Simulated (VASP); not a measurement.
## Ta: single point with PBE

Ta:

```xyz
1
Lattice="0.0000 1.9191 1.9191 1.9191 0.0000 1.9191 1.9191 1.9191 0.0000" Properties=species:S:1:pos:R:3 pbc="T T T"
Ta    0.0000    0.0000    0.0000
```

This isn't the form of Ta at room conditions, which is bcc.

```yaml
Program: VASP 6.6.1
Task: single point
Functional: PBE
Potentials_or_basis: VASP PAW PBE potentials, release 64 (Ta_pv)
Cutoff: 520 eV
k_mesh: 16 × 16 × 16
Occupations: fermi-dirac, width 0.1 eV
Spin: no spin polarisation
Dipole_correction: no
Further_INCAR_settings: ALGO = Normal; EDIFF = 1e-07; NBANDS = 12
```

* Pressure: 92.9 GPa
* Band gap on the k mesh: zero (an odd number of electrons rules out a gap without spin polarisation)

Levels at points of the mesh, in eV from the Fermi level:
```tsv
k point	band 2	band 3	band 4	band 5	band 6	band 7	band 8	band 9
(0.00, 0.00, 0.00)	-32.64	-32.64	-9.30	0.12	0.12	0.12	4.48	4.48
(0.50, 0.00, 0.00)	-32.96	-32.96	-6.05	-0.27	-0.27	2.04	7.96	7.96
(0.50, 0.50, 0.00)	-33.53	-33.53	-6.40	-5.17	5.08	7.98	9.03	9.03
```

Run time: 12 s on 1 thread of Intel(R) Xeon(R) Platinum 8559C (Emerald Rapids) (shared host), peak memory 0.14 GiB.

Caveat: the cell stands under pressure; spin-orbit coupling is left out, which moves the levels of the heavy elements.
